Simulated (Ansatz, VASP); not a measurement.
TiN in VASP and in Ansatz

The input POSCAR:

```
TiN
1.0
    0.0000000000      2.1220000000      2.1220000000
    2.1220000000      0.0000000000      2.1220000000
    2.1220000000      2.1220000000      0.0000000000
Ti N
1 1
Direct
    0.0000000000      0.0000000000      0.0000000000
    0.5000000000      0.5000000000      0.5000000000
```

Contents of INCAR.step1:

```
ALGO = Normal
EDIFF = 1E-4
ENCUT = 520
GGA = PE
ISMEAR = -1
LASPH = T
LCHARG = F
LREAL = F
LWAVE = T
NBANDS = 16
NELM = 80
PREC = Accurate
SIGMA = 0.05
```

Contents of INCAR.step2:

```
ALGO = Normal
EDIFF = 1E-8
ENCUT = 520
ISIF = 2
ISMEAR = -1
ISTART = 1
LASPH = T
LCHARG = F
LEFG = T
LMIXTAU = T
LREAL = F
LWAVE = F
METAGGA = R2SCAN
NBANDS = 16
NELM = 80
PREC = Accurate
SIGMA = 0.05
```

KPOINTS

```
k-points
0
Gamma
  13 13 13
```

Input for Ansatz:

```yaml
crystal:
  lattice:
    - [0.0, 2.122, 2.122]
    - [2.122, 0.0, 2.122]
    - [2.122, 2.122, 0.0]
  atoms:
    - { symbol: Ti, position: [0.0, 0.0, 0.0] }
    - { symbol: "N", position: [0.5, 0.5, 0.5] }
kpoints:
  mp_grid: { grid: [13, 13, 13] }
  band_path:
    path:
      - [0.0, 0.0, 0.0]
      - [0.5, 0.0, 0.5]
      - [0.625, 0.25, 0.625]
      - [0.375, 0.375, 0.75]
      - [0.0, 0.0, 0.0]
      - [0.5, 0.5, 0.5]
      - [0.5, 0.25, 0.75]
      - [0.5, 0.0, 0.5]
    npoints: 5
scf:
  occupations: { method: fermi_dirac, width: 0.05 }
hamiltonian:
  xc: r2scan
  pseudopotentials: { kind: paw }
output:
  forces: true
  stress: true
  eigenvalues: true
  efg: { contact_densities: true }
```

Alike in both runs: task electric field gradients; functional r2SCAN; k mesh 13 × 13 × 13; occupations fermi-dirac, width 0.05 eV; no spin polarisation.

|  | VASP | Ansatz |
| --- | --- | --- |
| version | VASP 6.6.1 | Ansatz 0.2.0 |
| potentials or method | VASP PAW PBE potentials, release 64 (Ti_sv, N) | PAW with Ansatz's default frozen-core files, scalar-relativistic |
| plane-wave cutoff (eV) | 520 | 500 |
| valence electrons in the cell | 17 | 17 |

VASP gave:

| Property | Result |
| --- | --- |
| pressure (GPa) | -0.9 |

Problem. Which values does Ansatz return?

Solution. Pressure (GPa): -2.4.

VASP's potentials were made for PBE, not for r2SCAN.
